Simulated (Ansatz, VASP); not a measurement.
**SrTiO3: VASP beside Ansatz**

The input INCAR:

```
SYSTEM = SrTiO3
  PREC = Accurate
  ENCUT = 520
  EDIFF = 1E-6
  ISMEAR = 0
  SIGMA = 0.05
  LREAL = .FALSE.
  LASPH = .TRUE.
  NELM = 60
  ALGO = Normal
  ISIF = 2
  LWAVE = .FALSE.
  LCHARG = .TRUE.
  GGA = PE
  LELF = .TRUE.
  LVHAR = .TRUE.
  NBANDS = 28
```

KPOINTS

```
Automatic mesh
0
G
  8 8 8
  0 0 0
```

The input POSCAR:

```
SrTiO3
1.0
    3.9364094381      0.0000000000      0.0000000000
    0.0000000000      3.9364094381      0.0000000000
    0.0000000000      0.0000000000      3.9364094381
Sr Ti O
1 1 3
Direct
   -0.0472786463      0.0000000000      0.0000000000
    0.5617574197      0.5000000000      0.5000000000
    0.0154510240      0.5000000000      0.5000000000
    0.5293521985      0.0000000000      0.5000000000
    0.5293521985      0.5000000000      0.0000000000
```

Input for Ansatz:

```yaml
crystal:
  lattice:
    - [3.9364094381, 0.0, 0.0]
    - [0.0, 3.9364094381, 0.0]
    - [0.0, 0.0, 3.9364094381]
  atoms:
    - { symbol: Sr, position: [-0.0472786463, 0.0, 0.0] }
    - { symbol: Ti, position: [0.5617574197, 0.5, 0.5] }
    - { symbol: O, position: [0.015451024, 0.5, 0.5] }
    - { symbol: O, position: [0.5293521985, 0.0, 0.5] }
    - { symbol: O, position: [0.5293521985, 0.5, 0.0] }
basis:
  ecutwfc: 520.0
kpoints:
  mp_grid: { grid: [8, 8, 8] }
hamiltonian:
  xc: pbe
  pseudopotentials: { kind: paw, azcp: { folder: soft_1 } }
scf:
  occupations: { method: gaussian, width: 0.05 }
output:
  forces: true
  stress: true
  eigenvalues: true
```

Change from the starting cell: mode 1 frozen in at -0.019 Å and mode 7 at -0.230 Å (largest displacements).

Alike in both runs: task single point; functional PBE; k mesh 8 × 8 × 8; occupations gaussian, width 0.05 eV; no spin polarisation.

```csv
,VASP,Ansatz
version,VASP 6.6.1,Ansatz 0.2.0
potentials or method,"VASP PAW PBE potentials, release 64 (Sr_sv, Ti_sv, O), cutoff 520 eV","scalar-relativistic, plane waves, PAW"
valence electrons in the cell,40,40
```

```csv
,VASP,Ansatz,Ansatz less VASP
gap on the k mesh at the Fermi level (eV),1.91,1.95,+0.037
least direct gap on the mesh (eV),2.38,2.40,+0.020
pressure (GPa),5.7,5.0,-0.72
"traceless stress, the component that is largest in VASP (GPa)",2.52,2.44,-0.088
rms of the force components (eV/Å),0.625,0.589,-0.0354
```

Atom by atom the forces differ by 0.039 eV/Å (rms over components).
